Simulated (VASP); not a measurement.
# Si (P1) in VASP: relaxation of cell and atoms with PBE

Aim: the relaxation of cell and atoms of Si with PBE.

Program: VASP 6.6.1. These are calculated values, not measurements. Logs are shortened: lines on timing, memory, paths and dates and some standing lists are left out, and cuts for length are marked.

### 1 The cell of the first run

The typed cell holds 8 atoms: a = 3.853 Å, b = 6.807 Å, c = 6.665 Å, α = 109.33°, β = 91.49°, γ = 86.85°.

### 2 Relaxation of cell and atoms, PBE

Contents of INCAR:

```
SYSTEM = Si
  PREC = Accurate
  ENCUT = 600
  EDIFF = 1E-6
  ISMEAR = 0
  SIGMA = 0.1
  LREAL = .FALSE.
  LASPH = .TRUE.
  NELM = 100
  ALGO = Normal
  ISIF = 3
  LWAVE = .FALSE.
  LCHARG = .FALSE.
  GGA = PE
  IBRION = 2
  NSW = 80
  EDIFFG = -0.025
```

Contents of KPOINTS:

```
Automatic mesh
0
G
  4 2 2
  0 0 0
```

Contents of POSCAR:

```
Si
1.0
    2.7585937114      2.6887772665      0.0960645167
    2.9286184524     -2.6666729741      5.5361103169
    2.6509858609     -2.7732984495     -5.4506067588
Si
8
Direct
    0.4959482656      0.9928523127      0.4978047936
    0.9954015499      0.4932890824      0.5275859913
   -0.0045235700     -0.0129544297     -0.0315473218
    0.4613500707      0.4803696732      0.9790584423
    0.5705694297      0.1675344376      0.9039577296
   -0.0080285202      0.6118893796      0.8815834862
    0.9625742777      0.1669681104      0.3987054866
    0.5267084967      0.6000514338      0.3428513922
```

Potentials or basis: VASP PAW PBE potentials, release 64 (Si).

Launch:

```console
> cat potpaw_PBE.64/Si/POTCAR > POTCAR
> mpirun -np 1 vasp_std > vasp.out
```

OUTCAR:

```text
SYSTEM = Si
   PREC = Accurate
   ENCUT = 600
   EDIFF = 1E-6
   ISMEAR = 0
   LREAL = .FALSE.
   LASPH = .TRUE.
   NELM = 100
   ISIF = 3
   GGA = PE
   IBRION = 2
   NSW = 80
   EDIFFG = -0.025

 ion  position               nearest neighbor table
   1  0.496  0.993  0.498-   7 2.43   7 2.50   8 2.52   5 2.59
   2  0.995  0.493  0.528-   7 2.11   6 2.23   8 2.37   8 2.67
   3  0.995  0.987  0.968-   5 2.11   6 2.43   5 2.70   7 2.72
   4  0.461  0.480  0.979-   5 2.04   6 2.15   8 2.30   6 2.46
   5  0.571  0.168  0.904-   4 2.04   3 2.11   1 2.59   3 2.70
   6  0.992  0.612  0.882-   4 2.15   2 2.23   3 2.43   4 2.46
   7  0.963  0.167  0.399-   2 2.11   1 2.43   1 2.50   3 2.72
   8  0.527  0.600  0.343-   4 2.30   2 2.37   1 2.52   2 2.67

  LATTYP: Found a triclinic cell.
 ALAT       =     6.8070895566
 B/A-ratio  =     1.1448521821
 C/A-ratio  =     0.5660843595
 COS(alpha) =     0.0257478187
 COS(beta)  =     0.0549212093
 COS(gamma) =     0.5904138496

  Lattice vectors:

 A1 = (   2.9286184524,  -2.6666729741,   5.5361103169)
 A2 = (   5.5796043133,  -5.4399714236,   0.0855035581)
 A3 = (   2.7585937114,   2.6887772665,   0.0960645167)

Analysis of symmetry for initial positions (statically):
=====================================================================
 Subroutine PRICEL returns:
 Original cell was already a primitive cell.

 Routine SETGRP: Setting up the symmetry group for a
 triclinic supercell.

 Subroutine GETGRP returns: Found  1 space group operations
 (whereof  1 operations were pure point group operations)
 out of a pool of  2 trial point group operations.

The static configuration has the point symmetry C_1 .

Analysis of symmetry for dynamics (positions and initial velocities):
=====================================================================
 Subroutine PRICEL returns:
 Original cell was already a primitive cell.

 Routine SETGRP: Setting up the symmetry group for a
 triclinic supercell.

 Subroutine GETGRP returns: Found  1 space group operations
 (whereof  1 operations were pure point group operations)
 out of a pool of  2 trial point group operations.

The dynamic configuration has the point symmetry C_1 .

 Subroutine INISYM returns: Found  1 space group operations
 (whereof  1 operations are pure point group operations),
 and found     1 'primitive' translations

----------------------------------------------------------------------------------------

                                     Primitive cell

  volume of cell :     164.7297

  direct lattice vectors                    reciprocal lattice vectors
     2.758593711  2.688777266  0.096064517     0.181438325  0.185995038 -0.006389989
     2.928618452 -2.666672974  5.536110317     0.087349496 -0.092822847  0.089712533
     2.650985861 -2.773298449 -5.450606759     0.091917515 -0.091000877 -0.092458582

  length of vectors
     3.853386932  6.807089557  6.665435047     0.259913162  0.155866462  0.158992386

  position of ions in fractional coordinates (direct lattice)
     0.495948266  0.992852313  0.497804794
     0.995401550  0.493289082  0.527585991
     0.995476430  0.987045570  0.968452678
     0.461350071  0.480369673  0.979058442
     0.570569430  0.167534438  0.903957730
     0.991971480  0.611889380  0.881583486
     0.962574278  0.166968110  0.398705487
     0.526708497  0.600051434  0.342851392

  ion indices of the primitive-cell ions
   primitive index   ion index
                 1           1
                 2           2
                 3           3
                 4           4
                 5           5
                 6           6
                 7           7
                 8           8

----------------------------------------------------------------------------------------

 KPOINTS: Automatic mesh

Automatic generation of k-mesh.
 Grid dimensions read from file:
 generate k-points for:    4    2    2

 Generating k-lattice:

  Cartesian coordinates                     Fractional coordinates (reciprocal lattice)
     0.045359581  0.046498760 -0.001597497     0.250000000 -0.000000000 -0.000000000
     0.043674748 -0.046411424  0.044856266    -0.000000000  0.500000000  0.000000000
     0.045958758 -0.045500439 -0.046229291     0.000000000  0.000000000  0.500000000

  Length of vectors
     0.064978290  0.077933231  0.079496193

  Shift w.r.t. Gamma in fractional coordinates (k-lattice)
     0.000000000  0.000000000  0.000000000

 Subroutine IBZKPT returns following result:
 ===========================================

 Found     12 irreducible k-points:

 Following reciprocal coordinates:
            Coordinates               Weight
  0.000000  0.000000  0.000000      1.000000
  0.250000  0.000000  0.000000      2.000000
  0.500000  0.000000  0.000000      1.000000
 -0.000000  0.500000  0.000000      1.000000
  0.250000  0.500000  0.000000      2.000000
  0.500000  0.500000  0.000000      1.000000
 -0.000000  0.000000  0.500000      1.000000
  0.250000  0.000000  0.500000      2.000000
  0.500000  0.000000  0.500000      1.000000
 -0.000000  0.500000  0.500000      1.000000
  0.250000  0.500000  0.500000      2.000000
  0.500000  0.500000  0.500000      1.000000
   k-points           NKPTS =     12   k-points in BZ     NKDIM =     12   number of bands    NBANDS=     21
   number of dos      NEDOS =    301   number of ions     NIONS =      8
   total plane-waves  NPLWV =  93312
   dimension x,y,z NGX =    32 NGY =   54 NGZ =   54
   dimension x,y,z NGXF=    64 NGYF=  108 NGZF=  108
   ions per type =               8
   NGX,Y,Z   is equivalent  to a cutoff of  13.81, 13.19, 13.47 a.u.
   NGXF,Y,Z  is equivalent  to a cutoff of  27.61, 26.38, 26.94 a.u.
 SYSTEM =  Si
   PREC   = accura    normal or accurate (medium, high low for compatibility)
   ISTART =      0    job   : 0-new  1-cont  2-samecut
   ICHARG =      2    charge: 1-file 2-atom 10-const
   ISPIN  =      1    spin polarized calculation?
   LNONCOLLINEAR =      F non collinear calculations
   LSORBIT =      F    spin-orbit coupling
   LASPH  =      T    aspherical Exc in radial PAW
   ENCUT  =  600.0 eV  44.10 Ry    6.64 a.u.   7.70 13.60 13.31*2*pi/ulx,y,z
   NELM   =    100;   NELMIN=  2; NELMDL= -5     # of ELM steps
   EDIFF  = 0.1E-05   stopping-criterion for ELM
   LREAL  =      F    real-space projection
   EDIFFG = -.3E-01   stopping-criterion for IOM
   NSW    =     80    number of steps for IOM
   IBRION =      2    ionic relax: 0-MD 1-quasi-New 2-CG
   NFREE  =      1    steps in history (QN), initial steepest desc. (CG)
   ISIF   =      3    stress and relaxation
   ISYM   =      2    0-nonsym 1-usesym 2-fastsym
   POTIM  = 0.5000    time-step for ionic-motion
   TEBEG  =    0.0;   TEEND  =   0.0 temperature during run
   PSTRESS=    0.0 pullay stress
   NELECT =      32.0000    total number of electrons
   NUPDOWN=      -1.0000    fix difference up-down
   EMIN   =  10.00;   EMAX   =-10.00  energy-range for DOS
   EFERMI =   0.00;   METHOD = LEGACY
   ISMEAR =     0;   SIGMA  =   0.10  broadening in eV -4-tet -1-fermi 0-gaus
   EFERMI_NEDOS =   21; number of points for ismear=-14 and -15
   IALGO  =     38    algorithm
   IMIX   =      4    mixing-type and parameters
     AMIX     =   0.40;   BMIX     =  1.00
     AMIX_MAG =   1.60;   BMIX_MAG =  1.00
  volume/ion in A,a.u.               =      20.59       138.96
  Fermi-wavevector in a.u.,A,eV,Ry     =   0.948129  1.791705 12.230946  0.898949
  Thomas-Fermi vector in A             =   2.076288
   LORBIT       =      0    0 simple, 1 ext, 2 COOP (PROOUT), +10 PAW based schemes
   GGA     = PE    functional components
   LHFCALC =     F    Hartree Fock is set to
   AEXX    =    0.0000 exact exchange contribution
   IVDW    =     0    specifies the selected vdW correction
   LEPSILON=     F    determine dielectric tensor
   LRPA    =     F    only Hartree local field effects (RPA)
 conjugate gradient relaxation of ions
 non-spin polarized calculation
 Gauss-broadening in eV      SIGMA  =   0.10
  energy-cutoff  :      600.00
  volume of cell :      164.73
 maximum number of plane-waves:      5514
 NGX is ok and might be reduce to    32
   NGX = 15   NGY = 27   NGZ = 27

--------------------------------------- Ionic step        1  -------------------------------------------

 number of electron      32.0000000 magnetization

 Free energy of the ion-electron system (eV)
  ---------------------------------------------------
  ext. energy  EPLUGINS =         0.00000000
  ---------------------------------------------------
  free energy    TOTEN  =       -39.52499192 eV

  energy without entropy =      -39.51468288  energy(sigma->0) =      -39.51983740

------------------------ aborting loop because EDIFF is reached ----------------------------------------

  FORCE on cell =-STRESS in cart. coord.  units (eV):
  Direction    XX          YY          ZZ          XY          YZ          ZX
  --------------------------------------------------------------------------------------
  -------------------------------------------------------------------------------------
  Total        2.1751323      7.2513261      3.9805901     -2.3634718    -10.7461773     -1.7024413
  in kB       21.1555575     70.5271343     38.7156238    -22.9873665   -104.5184127    -16.5581169
  external PRESSURE =      43.4661052 kB  Pullay stress =       0.0000000 kB
[... 107 lines left out ...]
  FREE ENERGIE OF THE ION-ELECTRON SYSTEM (eV)
  ---------------------------------------------------
  free  energy   TOTEN  =       -41.9404845793 eV

  energy  without entropy=      -41.9340400956  energy(sigma->0) =      -41.93726234

[... ionic steps 4 to 17 ...]

--------------------------------------- Ionic step       18  -------------------------------------------

 number of electron      32.0000000 magnetization

------------------------ aborting loop because EDIFF is reached ----------------------------------------

  FORCE on cell =-STRESS in cart. coord.  units (eV):
  Direction    XX          YY          ZZ          XY          YZ          ZX
  --------------------------------------------------------------------------------------
  -------------------------------------------------------------------------------------
  Total        0.0326699      0.0453556      0.0353051     -0.0131205     -0.0074383     -0.0410773
  in kB        0.3200096      0.4442685      0.3458212     -0.1285187     -0.0728601     -0.4023613
  external PRESSURE =       0.3700331 kB  Pullay stress =       0.0000000 kB
[... 69 lines left out ...]
  energy  without entropy=      -43.0992426258  energy(sigma->0) =      -43.09924322

--------------------------------------- Ionic step       20  -------------------------------------------

 number of electron      32.0000000 magnetization

 Free energy of the ion-electron system (eV)
  ---------------------------------------------------
  ext. energy  EPLUGINS =         0.00000000
  ---------------------------------------------------
  free energy    TOTEN  =       -43.09934905 eV

  energy without entropy =      -43.09934789  energy(sigma->0) =      -43.09934847

 E-fermi :   5.9861     XC(G=0):  -9.3159

 val. band max:        5.6907308945   @ k =   0.0000   0.0000   0.0000
 cond. band min:       6.2862458987   @ k =   0.0000   0.0000   0.0000
 fundamental gap:      0.5955150041
 Fermi energy:         5.9861468363

 k-point     1 :       0.0000    0.0000    0.0000
  band No.  band energies     occupation
      1      -6.1883      2.00000
      2      -3.9065      2.00000
      3      -3.9060      2.00000
      4      -2.0750      2.00000
      5      -2.0553      2.00000
      6      -1.2527      2.00000
[... 312 lines left out ...]
  FREE ENERGIE OF THE ION-ELECTRON SYSTEM (eV)
  ---------------------------------------------------
  free  energy   TOTEN  =       -43.0993490517 eV

  energy  without entropy=      -43.0993478882  energy(sigma->0) =      -43.09934847

 reached required accuracy - stopping structural energy minimisation
```

Wall time 7.7 min (1 thread of Intel Xeon Platinum 8488C (Sapphire Rapids), shared host); peak memory 0.29 GiB.

Results:

```
Free energy                            : -43.0993 eV
Relaxed volume                         : 20.46 Å³/atom
Relaxed cell                           : a = 3.887 Å, b = 6.667 Å, c = 6.667 Å, α = 108.68°, β = 90.00°, γ = 90.01°
Space group after relaxing (to 0.05 Å) : I4_1/amd (No. 141)
Energy gained by relaxing              : 446.8 meV/atom
Ionic steps                            : 20
Pressure after relaxing                : 0.0 GPa
Largest force after relaxing           : 0.020 eV/Å
Band gap on the k mesh                 : 0.60 eV, direct
```

Forces in eV/Å, atoms in the order of the input:
```
Si  -0.007 -0.006 -0.008
Si   0.016  0.010 -0.005
Si  -0.015 -0.011 -0.001
Si   0.004 -0.003  0.007
Si  -0.006 -0.010 -0.005
Si  -0.001  0.017 -0.002
Si  -0.002  0.002  0.007
Si   0.010  0.003  0.008
```

The path:
```
step  energy change (eV)  largest force (eV/Å)  pressure (GPa)  volume (Å³)
   1              0.0000                5.9670            4.35       164.73
   2             -2.0527                2.9138           -4.75       177.61
   3             -2.4155                1.9903           -4.41       173.57
   4             -3.3470                1.1398            0.34       162.47
   5             -3.3613                1.1552            1.19       161.05
   6             -3.4783                0.6756            0.08       163.13
   7             -3.4878                0.5233            0.26       162.69
   8             -3.5291                0.2703           -0.34       163.84
   9             -3.5297                0.2813           -0.41       163.98
  10             -3.5412                0.2136            0.15       163.02
  11             -3.5431                0.2234            0.52       162.41
  12             -3.5518                0.1685            0.35       162.80
  13             -3.5586                0.2793           -0.01       163.56
  14             -3.5667                0.1735           -0.18       163.92
  15             -3.5711                0.0994           -0.45       164.45
  16             -3.5738                0.0611            0.05       163.55
  17             -3.5738                0.0626            0.06       163.52
  18             -3.5742                0.0268            0.04       163.57
  19             -3.5743                0.0324            0.03       163.58
  20             -3.5744                0.0197           -0.02       163.67
```

Final structure:
```
Si
1.0
     2.75076    2.74626    0.00276
     2.74438   -2.75533    5.41569
     2.74780   -2.74604   -5.41769
Si
8
Direct
  0.50109 0.99944 0.49984
  0.99680 0.49980 0.50052
  0.00331 0.00019 0.00033
  0.49884 0.49963 0.00014
  0.50327 0.12517 0.87437
  0.99873 0.62569 0.87518
  0.00102 0.12529 0.37492
  0.49694 0.62480 0.37470
```

Caveat: the k points lie up to 0.50 Å⁻¹ apart in the final cell.
